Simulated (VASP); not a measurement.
# Ge (I4_1/amd) in VASP: a series of runs

Ge is run at these levels: PBEsol; tasks: single point.

Program: VASP 6.6.1. These are calculated values, not measurements. Logs are shortened: lines on timing, memory, paths and dates and some standing lists are left out, and cuts for length are marked.

### 1 The cell of the first run

It takes space group I4_1/amd (No. 141, tetragonal). The conventional cell has a = 5.149 Å, b = 5.149 Å, c = 2.837 Å, α = 90.00°, β = 90.00°, γ = 90.00°. Within 3.5 Å of Ge (site symmetry -4m2) lie 10 Ge at 2.67 to 3.34 Å.

### 2 Single point, PBEsol (strain +0.000 along x and y, +0.015 along z)

File INCAR:

```
SYSTEM = Ge
PREC = Accurate ; ENCUT = 520
EDIFF = 1E-7 ; ISMEAR = 0
SIGMA = 0.15 ; LREAL = .False.
LASPH = .True. ; NELM = 80
ALGO = Normal ; ISIF = 2
LWAVE = .False. ; LCHARG = .True.
GGA = PS ; LELF = .True.
LVHAR = .True. ; NBANDS = 21
```

File KPOINTS:

```
Automatic mesh
0
Gamma
  20 20 20
  0 0 0
```

File POSCAR:

```
Ge
1.0
   -2.5744897190      2.5744897190      1.4183738328
    2.5744897190     -2.5744897190      1.4183738328
    2.5744897190      2.5744897190     -1.4183738328
Ge
2
Direct
    0.2500000000      0.7500000000      0.5000000000
    0.5000000000      0.5000000000      0.0000000000
```

Potentials or basis: VASP PAW PBE potentials, release 64 (Ge_d).

Run with:

```bash
$ cat potpaw_PBE.64/Ge_d/POTCAR > POTCAR
$ mpirun -np 1 vasp_std > vasp.out
```

OUTCAR:

```text
SYSTEM = Ge
   PREC = Accurate
   ENCUT = 520
   EDIFF = 1E-7
   ISMEAR = 0
   LREAL = .False.
   LASPH = .True.
   NELM = 80
   ISIF = 2
   GGA = PS

 ion  position               nearest neighbor table
   1  0.250  0.750  0.500-   2 2.67   2 2.67   2 2.67   2 2.67
   2  0.500  0.500  0.000-   1 2.67   1 2.67   1 2.67   1 2.67

  LATTYP: Found a body centered tetragonal cell.
 ALAT       =     5.1489794380
 C/A-ratio  =     0.5509339666

  Lattice vectors:

 A1 = (  -2.5744897190,   2.5744897190,   1.4183738328)
 A2 = (   2.5744897190,  -2.5744897190,   1.4183738328)
 A3 = (   2.5744897190,   2.5744897190,  -1.4183738328)

Analysis of symmetry for initial positions (statically):
=====================================================================
 Subroutine PRICEL returns:
 Original cell was already a primitive cell.

 Routine SETGRP: Setting up the symmetry group for a
 body centered tetragonal supercell.

 Subroutine GETGRP returns: Found 16 space group operations
 (whereof  8 operations were pure point group operations)
 out of a pool of 16 trial point group operations.

The static configuration has the point symmetry D_2d.
 The point group associated with its full space group is D_4h.

Analysis of symmetry for dynamics (positions and initial velocities):
=====================================================================
 Subroutine PRICEL returns:
 Original cell was already a primitive cell.

 Routine SETGRP: Setting up the symmetry group for a
 body centered tetragonal supercell.

 Subroutine GETGRP returns: Found 16 space group operations
 (whereof  8 operations were pure point group operations)
 out of a pool of 16 trial point group operations.

The dynamic configuration has the point symmetry D_2d.
 The point group associated with its full space group is D_4h.

 Subroutine INISYM returns: Found 16 space group operations
 (whereof  8 operations are pure point group operations),
 and found     1 'primitive' translations

----------------------------------------------------------------------------------------

                                     Primitive cell

  volume of cell :      37.6039

  direct lattice vectors                    reciprocal lattice vectors
    -2.574489719  2.574489719  1.418373833     0.000000000  0.194213244  0.352516374
     2.574489719 -2.574489719  1.418373833     0.194213244  0.000000000  0.352516374
[... 83 lines left out ...]
   ENCUT  =  520.0 eV  38.22 Ry    6.18 a.u.   7.27  7.27  7.27*2*pi/ulx,y,z
   NELM   =     80;   NELMIN=  2; NELMDL= -5     # of ELM steps
   EDIFF  = 0.1E-06   stopping-criterion for ELM
   LREAL  =      F    real-space projection
   EDIFFG = 0.1E-05   stopping-criterion for IOM
   NSW    =      0    number of steps for IOM
   IBRION =     -1    ionic relax: 0-MD 1-quasi-New 2-CG
   NFREE  =      0    steps in history (QN), initial steepest desc. (CG)
   ISIF   =      2    stress and relaxation
   ISYM   =      2    0-nonsym 1-usesym 2-fastsym
   POTIM  = 0.5000    time-step for ionic-motion
   TEBEG  =    0.0;   TEEND  =   0.0 temperature during run
   PSTRESS=    0.0 pullay stress
   NELECT =      28.0000    total number of electrons
   NUPDOWN=      -1.0000    fix difference up-down
   EMIN   =  10.00;   EMAX   =-10.00  energy-range for DOS
   EFERMI =   0.00;   METHOD = LEGACY
   ISMEAR =     0;   SIGMA  =   0.15  broadening in eV -4-tet -1-fermi 0-gaus
   EFERMI_NEDOS =   21; number of points for ismear=-14 and -15
   IALGO  =     38    algorithm
   IMIX   =      4    mixing-type and parameters
     AMIX     =   0.40;   BMIX     =  1.00
     AMIX_MAG =   1.60;   BMIX_MAG =  1.00
  volume/ion in A,a.u.               =      18.80       126.88
  Fermi-wavevector in a.u.,A,eV,Ry     =   1.483827  2.804026 29.956512  2.201742
  Thomas-Fermi vector in A             =   2.597440
   LORBIT       =      0    0 simple, 1 ext, 2 COOP (PROOUT), +10 PAW based schemes
   GGA     = PS    functional components
   LHFCALC =     F    Hartree Fock is set to
   AEXX    =    0.0000 exact exchange contribution
   IVDW    =     0    specifies the selected vdW correction
   LEPSILON=     F    determine dielectric tensor
   LRPA    =     F    only Hartree local field effects (RPA)
 non-spin polarized calculation
 Gauss-broadening in eV      SIGMA  =   0.15
  energy-cutoff  :      520.00
  volume of cell :       37.60
 maximum number of plane-waves:      1037
 NGX is ok and might be reduce to    30
   NGX = 15   NGY = 15   NGZ = 15

 number of electron      28.0000022 magnetization

 Free energy of the ion-electron system (eV)
  ---------------------------------------------------
  ext. energy  EPLUGINS =         0.00000000
  ---------------------------------------------------
  free energy    TOTEN  =        -9.53700160 eV

  energy without entropy =       -9.52876235  energy(sigma->0) =       -9.53288198

 E-fermi :   6.4802     XC(G=0): -11.3943

 val. band max:        6.4800984745   @ k =  -0.1500  -0.4500   0.1000
 cond. band min:       6.4860849616   @ k =  -0.2500   0.2500   0.2500
 fundamental gap:      0.0059864871
 Fermi energy:         6.4801536004

 k-point     1 :       0.0000    0.0000    0.0000
  band No.  band energies     occupation
      1     -18.1670      2.00000
      2     -18.1156      2.00000
      3     -18.0923      2.00000
      4     -18.0838      2.00000
      5     -17.9923      2.00000
      6     -17.9923      2.00000
[... 565 lines left out ...]
     20      15.1952      0.00000
     21      17.6418      0.00000

 [... further k-points ...]

------------------------ aborting loop because EDIFF is reached ----------------------------------------

  FORCE on cell =-STRESS in cart. coord.  units (eV):
  Direction    XX          YY          ZZ          XY          YZ          ZX
  --------------------------------------------------------------------------------------
  -------------------------------------------------------------------------------------
  Total       -0.4473286     -0.4473286     -0.4182265      0.0000000      0.0000000      0.0000000
  in kB      -19.0591784    -19.0591784    -17.8192384      0.0000000      0.0000000      0.0000000
  external PRESSURE =     -18.6458651 kB  Pullay stress =       0.0000000 kB

 VOLUME and BASIS-vectors are now :
 -----------------------------------------------------------------------------
  energy-cutoff  :      520.00
  volume of cell :       37.60
      direct lattice vectors                 reciprocal lattice vectors
    -2.574489719  2.574489719  1.418373833     0.000000000  0.194213244  0.352516374
     2.574489719 -2.574489719  1.418373833     0.194213244  0.000000000  0.352516374
     2.574489719  2.574489719 -1.418373833     0.194213244  0.194213244  0.000000000

 POSITION                                       TOTAL-FORCE (eV/Angst)
 -----------------------------------------------------------------------------------
      2.57449      0.00000      0.70919         0.000000     -0.000000     -0.000000
      0.00000      0.00000      1.41837        -0.000000      0.000000      0.000000
 -----------------------------------------------------------------------------------
    total drift:                                0.000000     -0.000000      0.000000

  FREE ENERGIE OF THE ION-ELECTRON SYSTEM (eV)
  ---------------------------------------------------
  free  energy   TOTEN  =        -9.5370016029 eV

  energy  without entropy=       -9.5287623500  energy(sigma->0) =       -9.53288198
```

OSZICAR:

```text
N       E                     dE             d eps       ncg     rms          rms(c)
DAV:   1     0.176320490820E+03    0.17632E+03   -0.14133E+04 30517   0.381E+03
DAV:   2     0.145691530658E+02   -0.16175E+03   -0.15681E+03 27042   0.595E+02
DAV:   3    -0.891133702917E+01   -0.23480E+02   -0.23290E+02 30650   0.133E+02
DAV:   4    -0.957143745247E+01   -0.66010E+00   -0.65968E+00 30138   0.261E+01
DAV:   5    -0.958120717976E+01   -0.97697E-02   -0.97695E-02 30505   0.348E+00    0.213E+00
DAV:   6    -0.954939182792E+01    0.31815E-01   -0.32989E-02 36789   0.319E+00    0.116E+00
DAV:   7    -0.953750423844E+01    0.11888E-01   -0.17901E-02 36693   0.206E+00    0.136E-01
DAV:   8    -0.953699742219E+01    0.50682E-03   -0.24309E-03 32430   0.893E-01    0.440E-02
DAV:   9    -0.953700135819E+01   -0.39360E-05   -0.58847E-05 32787   0.980E-02    0.102E-02
DAV:  10    -0.953700168476E+01   -0.32657E-06   -0.32225E-06 35441   0.224E-02    0.195E-03
DAV:  11    -0.953700160294E+01    0.81819E-07   -0.84765E-08 20338   0.451E-03
   1 F= -.95370016E+01 E0= -.95328820E+01  d E =-.823925E-02
```

stdout:

```text
POSCAR found type information on POSCAR Ge
 POSCAR found :  1 types and       2 ions
 scaLAPACK will be used
 -----------------------------------------------------------------------------
|                                                                             |
|                                                                             |
|     You enforced a specific xc type in the INCAR file but a different       |
|     I HOPE YOU KNOW WHAT YOU ARE DOING!                                     |
|                                                                             |
 -----------------------------------------------------------------------------

 LDA part: xc-table for (Slater+PW92), standard interpolation
 POSCAR, INCAR and KPOINTS ok, starting setup
 FFT: planning ... GRIDC
 FFT: planning ... GRID_SOFT
 FFT: planning ... GRID
 WAVECAR not read
 entering main loop
```

Run time: 6.1 min. Hardware: 1 thread of Intel Xeon Platinum 8375C at 2.90GHz (Ice Lake), shared host; peak memory 0.48 GiB.

Results:

- Free energy: -9.5370 eV
- Pressure: -1.9 GPa
- Band gap on the k mesh: zero (bands 14 and 15 overlap by 5.17 eV)

Levels at points of the mesh, in eV from the Fermi level:
```
           k point  band 12  band 13  band 14  band 15  band 16  band 17
(0.00, 0.00, 0.00)    -3.92    -2.22    -2.22     3.35     7.64     7.64
(0.50, 0.00, 0.00)    -6.38    -2.62    -1.91    -1.39     2.47     3.54
(0.50, 0.50, 0.00)   -10.43     0.71     0.71     2.02     2.02     7.17
(0.50, 0.50, 0.50)    -8.74    -5.80    -5.80     5.78     5.78    11.05
```

Caveat: the cell differs from its parent crystal (strain +0.000 along x and y, +0.015 along z); the PAW data sets were made with another functional, which shifts forces and pressure a little.

### 3 Single point, PBEsol (strain +0.015 along x and y, -0.015 along z)

File INCAR:

```
SYSTEM = Ge
PREC     = Accurate       ! precision mode
ENCUT    = 520            ! plane-wave cutoff, eV
EDIFF    = 1E-7           ! SCF threshold, eV
ISMEAR   = 0              ! smearing method
SIGMA    = 0.15           ! smearing width, eV
LREAL    = .False.        ! projectors in reciprocal space
LASPH    = .True.         ! aspherical terms in the spheres
NELM     = 60             ! most SCF steps
ALGO     = Normal         ! electronic algorithm
ISIF     = 2              ! what is computed and relaxed
LWAVE    = .False.        ! write WAVECAR
LCHARG   = .True.         ! write CHGCAR
GGA      = PS             ! functional
LELF     = .True.         ! ELF
LVHAR    = .True.       
NBANDS   = 21             ! bands
```

KPOINTS is that of step 2.

File POSCAR:

```
Ge
1.0
   -2.6131070648      2.6131070648      1.3764514536
    2.6131070648     -2.6131070648      1.3764514536
    2.6131070648      2.6131070648     -1.3764514536
Ge
2
Direct
    0.2500000000      0.7500000000      0.5000000000
    0.5000000000      0.5000000000      0.0000000000
```

Potentials or basis: VASP PAW PBE potentials, release 64 (Ge_d).

Run with:

```bash
$ cat potpaw_PBE.64/Ge_d/POTCAR > POTCAR
$ mpirun -np 1 vasp_std > vasp.out
```

OUTCAR:

```text
SYSTEM = Ge
   PREC = Accurate
   ENCUT = 520
   EDIFF = 1E-7
   ISMEAR = 0
   LREAL = .False.
   LASPH = .True.
   NELM = 60
   ISIF = 2
   GGA = PS

 ion  position               nearest neighbor table
   1  0.250  0.750  0.500-   2 2.70   2 2.70   2 2.70   2 2.70
   2  0.500  0.500  0.000-   1 2.70   1 2.70   1 2.70   1 2.70

  LATTYP: Found a body centered tetragonal cell.
 ALAT       =     5.2262141296
 C/A-ratio  =     0.5267489695

  Lattice vectors:

 A1 = (  -2.6131070648,   2.6131070648,   1.3764514536)
 A2 = (   2.6131070648,  -2.6131070648,   1.3764514536)
 A3 = (   2.6131070648,   2.6131070648,  -1.3764514536)

Analysis of symmetry for initial positions (statically):
=====================================================================
 Subroutine PRICEL returns:
 Original cell was already a primitive cell.

 Routine SETGRP: Setting up the symmetry group for a
 body centered tetragonal supercell.

 Subroutine GETGRP returns: Found 16 space group operations
 (whereof  8 operations were pure point group operations)
 out of a pool of 16 trial point group operations.
[... 162 lines left out ...]
  free energy    TOTEN  =        -9.52682673 eV

  energy without entropy =       -9.51777434  energy(sigma->0) =       -9.52230053

 E-fermi :   6.4680     XC(G=0): -11.3945

 val. band max:        6.4652041342   @ k =   0.4500   0.4500  -0.0000
 cond. band min:       6.4691092585   @ k =  -0.0500  -0.2500   0.0500
 fundamental gap:      0.0039051243
 Fermi energy:         6.4679651224

 k-point     1 :       0.0000    0.0000    0.0000
  band No.  band energies     occupation
      1     -18.1576      2.00000
      2     -18.1356      2.00000
      3     -18.1055      2.00000
      4     -18.0870      2.00000
      5     -17.9805      2.00000
      6     -17.9805      2.00000
[... 565 lines left out ...]
     20      15.2786      0.00000
     21      17.1726      0.00000

 [... further k-points ...]

------------------------ aborting loop because EDIFF is reached ----------------------------------------

  FORCE on cell =-STRESS in cart. coord.  units (eV):
  Direction    XX          YY          ZZ          XY          YZ          ZX
  --------------------------------------------------------------------------------------
  -------------------------------------------------------------------------------------
  Total       -0.6502257     -0.6502257      0.0948789      0.0000000      0.0000000      0.0000000
  in kB      -27.7101825    -27.7101825      4.0433851      0.0000000      0.0000000      0.0000000
  external PRESSURE =     -17.1256600 kB  Pullay stress =       0.0000000 kB

 VOLUME and BASIS-vectors are now :
 -----------------------------------------------------------------------------
  energy-cutoff  :      520.00
  volume of cell :       37.60
      direct lattice vectors                 reciprocal lattice vectors
    -2.613107065  2.613107065  1.376451454     0.000000000  0.191343098  0.363252913
     2.613107065 -2.613107065  1.376451454     0.191343098  0.000000000  0.363252913
     2.613107065  2.613107065 -1.376451454     0.191343098  0.191343098  0.000000000

 POSITION                                       TOTAL-FORCE (eV/Angst)
 -----------------------------------------------------------------------------------
      2.61311     -0.00000      0.68823        -0.000000     -0.000000      0.000000
      0.00000      0.00000      1.37645         0.000000      0.000000     -0.000000
 -----------------------------------------------------------------------------------
    total drift:                                0.000000     -0.000000      0.000000

  FREE ENERGIE OF THE ION-ELECTRON SYSTEM (eV)
  ---------------------------------------------------
  free  energy   TOTEN  =        -9.5268267275 eV

  energy  without entropy=       -9.5177743425  energy(sigma->0) =       -9.52230053
```

stdout:

```text
POSCAR found type information on POSCAR Ge
 POSCAR found :  1 types and       2 ions
 scaLAPACK will be used
 -----------------------------------------------------------------------------
|                                                                             |
|                                                                             |
|     You enforced a specific xc type in the INCAR file but a different       |
|     I HOPE YOU KNOW WHAT YOU ARE DOING!                                     |
|                                                                             |
 -----------------------------------------------------------------------------

 LDA part: xc-table for (Slater+PW92), standard interpolation
 POSCAR, INCAR and KPOINTS ok, starting setup
 FFT: planning ... GRIDC
 FFT: planning ... GRID_SOFT
 FFT: planning ... GRID
 WAVECAR not read
 entering main loop
```

Wall time 6.1 min (1 thread of Intel Xeon Platinum 8375C at 2.90GHz (Ice Lake), shared host); peak memory 0.48 GiB.

Results:

* Free energy: -9.5268 eV
* Pressure: -1.7 GPa
* Band gap on the k mesh: zero (bands 14 and 15 overlap by 4.93 eV)

Stress tensor (GPa, compression positive):
```
-2.77  0.00  0.00
 0.00 -2.77  0.00
 0.00  0.00  0.40
```

Caveat: the cell differs from its parent crystal (strain +0.015 along x and y, -0.015 along z); the PAW data sets were made with another functional, which shifts forces and pressure a little.

### 4 Single point, PBEsol (strain +0.030 along x and y, -0.030 along z)

File INCAR:

```
SYSTEM = Ge
ALGO = Normal
EDIFF = 1E-6
ENCUT = 520
GGA = PS
ISIF = 2
ISMEAR = 0
LASPH = .TRUE.
LCHARG = .FALSE.
LREAL = .FALSE.
LWAVE = .FALSE.
NBANDS = 21
NELM = 60
PREC = Accurate
SIGMA = 0.15
```

File KPOINTS:

```
k-points
0
G
  20 20 20
  0 0 0
```

File POSCAR:

```
Ge
1.0
   -2.6517244106      2.6517244106      1.3554902639
    2.6517244106     -2.6517244106      1.3554902639
    2.6517244106      2.6517244106     -1.3554902639
Ge
2
Direct
    0.2500000000      0.7500000000      0.5000000000
    0.5000000000      0.5000000000      0.0000000000
```

Run with:

```bash
$ cat potpaw_PBE.64/Ge_d/POTCAR > POTCAR
$ mpirun -np 1 vasp_std > vasp.out
```

It took 4.9 min on 1 thread of Intel Xeon Platinum 8375C at 2.90GHz (Ice Lake), shared host; peak memory 0.49 GiB.

It converged, with:

```yaml
Free_energy: -9.4985 eV
Pressure: -2.5 GPa
Band_gap_on_the_k_mesh: zero (bands 14 and 15 overlap by 4.64 eV)
```

Stress tensor (GPa, compression positive):
```
-4.43  0.00  0.00
 0.00 -4.43  0.00
 0.00  0.00  1.40
```

Levels at points of the mesh, in eV from the Fermi level:
```tsv
k point	band 10	band 11	band 12	band 13	band 14	band 15	band 16	band 17	band 18	band 19
(0.00, 0.00, 0.00)	-24.34	-13.05	-4.85	-2.49	-2.49	3.11	6.83	6.83	9.02	9.33
(0.50, 0.00, 0.00)	-24.35	-7.47	-6.00	-2.69	-2.15	-0.91	2.67	3.46	5.28	8.37
(0.50, 0.50, 0.00)	-24.40	-10.51	-10.51	0.31	0.31	1.30	1.30	8.60	8.60	12.18
(0.50, 0.50, 0.50)	-24.43	-9.08	-9.08	-5.76	-5.76	7.45	7.45	9.86	9.86	15.01
```

Caveat: the cell differs from its parent crystal (strain +0.030 along x and y, -0.030 along z); the PAW data sets were made with another functional, which shifts forces and pressure a little.

### 5 The runs side by side

| cell | gap on the mesh (eV) | pressure (GPa) |
| --- | --- | --- |
| a = 3.907 Å, angles 97.6, 97.6, 137.4°, 2 atoms | none | -1.9 |
| a = 3.944 Å, angles 97.0, 97.0, 139.1°, 2 atoms | none | -1.7 |
| a = 3.988 Å, angles 96.6, 96.6, 140.3°, 2 atoms | none | -2.5 |

Alike in all rows: task single point; level PBEsol; potentials or basis VASP PAW PBE potentials, release 64 (Ge_d); no spin polarisation; k mesh 20 × 20 × 20; cutoff (eV) 520; smearing gaussian 0.15 eV.

Caveats: the PAW data sets were made with another functional, which shifts forces and pressure a little.

Absolute energies hang on the potentials; compare differences alone.
